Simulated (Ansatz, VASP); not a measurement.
## SnO in VASP and in Ansatz

Contents of INCAR:

```
PREC = Accurate
ENCUT = 520
EDIFF = 1E-6
ISMEAR = 0
SIGMA = 0.05
LREAL = False
LASPH = True
NELM = 100
ALGO = Normal
ISIF = 2
LWAVE = False
LCHARG = False
GGA = PS
NBANDS = 28
```

KPOINTS

```
regular mesh
0
Gamma
  8 6 6
```

Contents of POSCAR:

```
SnO
1.0
    3.3550050000      0.0000000000      0.0000000000
    0.0000000000      5.6741040000      0.0000000000
    0.0000000000      0.0000000000      4.2219700000
Sn O
2 2
Direct
    0.0860431310      0.2827848977      0.5815185111
    0.5860431310      0.8189668977      0.0815185111
    0.0000000000      0.8912500000      0.7368570000
    0.5000000000      0.1087500000      0.2368570000
```

Input for Ansatz:

```yaml
crystal:
  lattice:
    - [3.355005, 0.0, 0.0]
    - [0.0, 5.674104, 0.0]
    - [0.0, 0.0, 4.22197]
  atoms:
    - { symbol: Sn, position: [0.086043131, 0.2827848977, 0.5815185111] }
    - { symbol: Sn, position: [0.586043131, 0.8189668977, 0.0815185111] }
    - { symbol: O, position: [0.0, 0.89125, 0.736857] }
    - { symbol: O, position: [0.5, 0.10875, 0.236857] }
basis:
  ecutwfc: 420
kpoints:
  mp_grid: { grid: [8, 6, 6] }
hamiltonian:
  xc: pbesol
scf:
  occupations: { method: gaussian, width: 0.05 }
output:
  forces: true
  stress: true
  eigenvalues: true
```

Change from the starting cell: all Sn atoms moved +0.500 Å, as atom 1 along Cartesian [1 1 1].

Alike in both runs: task single point; functional PBEsol; k mesh 8 × 6 × 6; occupations gaussian, width 0.05 eV; no spin polarisation.

```csv
,VASP,Ansatz
version,VASP 6.6.1,Ansatz 0.2.0
potentials or method,"VASP PAW PBE potentials, release 64 (Sn_d, O), cutoff 520 eV","scalar-relativistic, plane waves, PAW"
valence electrons in the cell,40,40
```

|  | VASP | Ansatz | Ansatz less VASP |
| --- | --- | --- | --- |
| gap on the k mesh at the Fermi level (eV) | 0.39 | 0.39 | +0.001 |
| least direct gap on the mesh (eV) | 0.54 | 0.54 | +0.002 |
| pressure (GPa) | 0.4 | 0.4 | +0.04 |
| traceless stress, the component that is largest in VASP (GPa) | 8.75 | 8.87 | +0.122 |
| rms of the force components (eV/Å) | 2.850 | 2.879 | +0.0285 |

VASP's potentials were made for PBE, not for PBEsol. Atom by atom the forces differ by 0.038 eV/Å (rms over components).
